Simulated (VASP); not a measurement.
# Pt: single point with PBEsol

Crystal: Pt.

```
Pt
1.0
    -1.54079    1.54079    1.54079
     1.54079   -1.54079    1.54079
     1.54079    1.54079   -1.54079
Pt
1
Cartesian
  0.0000 0.0000 0.0000
```

| Property | Result |
| --- | --- |
| Program | VASP 6.6.1 |
| Task | single point |
| Functional | PBEsol |
| Potentials or basis | VASP PAW PBE potentials, release 64 (Pt) |
| Cutoff | 520 eV |
| k mesh | 10 × 10 × 10 |
| Occupations | fermi-dirac, width 0.05 eV |
| Spin | no spin polarisation |
| Dipole correction | no |
| Further INCAR settings | ALGO = Normal; EDIFF = 1e-06; NBANDS = 11 |

```yaml
Pressure: 11.2 GPa
Band_gap_on_the_k_mesh: zero (band 5 reaches 12.61 eV, above the bottom of band 6 at 10.18 eV)
```

Levels at points of the mesh, in eV from the Fermi level:
| k point | band 3 | band 4 | band 5 | band 6 | band 7 | band 8 |
| --- | --- | --- | --- | --- | --- | --- |
| (0.00, 0.00, 0.00) | -4.08 | -4.08 | -1.26 | -1.26 | 16.90 | 16.90 |
| (0.50, 0.00, 0.00) | -1.45 | -0.87 | -0.19 | 1.08 | 6.81 | 13.08 |
| (0.50, 0.50, 0.50) | 0.47 | 0.47 | 0.47 | 7.64 | 7.64 | 7.64 |

It took 14 s on 1 thread of AMD EPYC 7R13, with other jobs on the host, peak memory 0.1 GiB.

Caveat: the PAW data sets were made with another functional, which shifts forces and pressure a little; spin-orbit coupling is left out, which moves the levels of the heavy elements.
